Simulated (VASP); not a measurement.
BiB:

```xyz
4
Lattice="3.8656 0.0000 0.0000 -1.9328 3.3477 0.0000 0.0000 0.0000 6.3754" Properties=species:S:1:pos:R:3 pbc="T T T"
B     0.0000    2.2318    0.0016
B     1.9328    1.1159    3.1893
Bi    0.0000    2.2318    2.3892
Bi    1.9328    1.1159    5.5770
```

Base run:

```yaml
Program: VASP 6.6.1
Functional: PBE
Potentials_or_basis: VASP PAW PBE potentials, release 64 (B, Bi_d)
Cutoff: 520 eV
k_mesh: 6 × 6 × 4
Occupations: fermi-dirac, width 0.02 eV
Spin: no spin polarisation
```

Its results: band gap on the k mesh 0.08 eV, direct; pressure 1.2 GPa.

**Question.** The run is repeated on the same cell with these changes: functional from PBE to r2SCAN. What comes out?

**Answer.** Band gap on the k mesh 0.20 eV, direct; pressure -0.1 GPa.

r2SCAN gives the wider gap, since meta-GGAs in the generalised Kohn-Sham scheme recover part of the derivative discontinuity.

Caveats: spin-orbit coupling is left out, which moves the levels of the heavy elements; the PAW data sets were made with another functional, which shifts forces and pressure a little (some runs).

A k mesh can miss the band edges.
